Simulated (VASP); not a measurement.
# PbS: single point with HF

The system is PbS.

```
CELL_PARAMETERS angstrom
0.00000 2.90521 2.90521
2.90521 0.00000 2.90521
2.90521 2.90521 0.00000
ATOMIC_POSITIONS crystal
Pb 0.00000 0.00000 0.00000
S 0.50000 0.50000 0.50000
```

```yaml
Program: VASP 6.6.1
Task: single point
Functional: HF
Potentials_or_basis: VASP PAW PBE potentials, release 64 (Pb_d, S)
Cutoff: 520 eV
k_mesh: 4 × 4 × 4
Occupations: fermi-dirac, width 0.05 eV
Spin: no spin polarisation
```

| Property | Result |
| --- | --- |
| Pressure | 13.1 GPa |
| Band gap on the k mesh | 5.13 eV |

Levels at points of the mesh, in eV from the valence-band top:
| k point | band 7 | band 8 | band 9 | band 10 | band 11 | band 12 | band 13 | band 14 |
| --- | --- | --- | --- | --- | --- | --- | --- | --- |
| (0.00, 0.00, 0.00) | -7.46 | -4.41 | -4.41 | -4.41 | 11.77 | 11.77 | 11.77 | 12.49 |
| (0.50, 0.00, 0.00) | -12.90 | -3.91 | -3.91 | 0.00 | 5.13 | 6.92 | 6.92 | 15.22 |
| (0.50, 0.50, 0.00) | -9.53 | -8.76 | -6.22 | -6.22 | 8.78 | 12.47 | 12.56 | 12.56 |

It took 14 min on 1 thread of Intel(R) Xeon(R) Platinum 8488C (Sapphire Rapids) (shared host), peak memory 0.18 GiB.

Caveat: the k points lie up to 0.47 Å⁻¹ apart; the PAW data sets were made with another functional, which shifts forces and pressure a little; spin-orbit coupling is left out, which moves the levels of the heavy elements. A k mesh can miss the band edges.
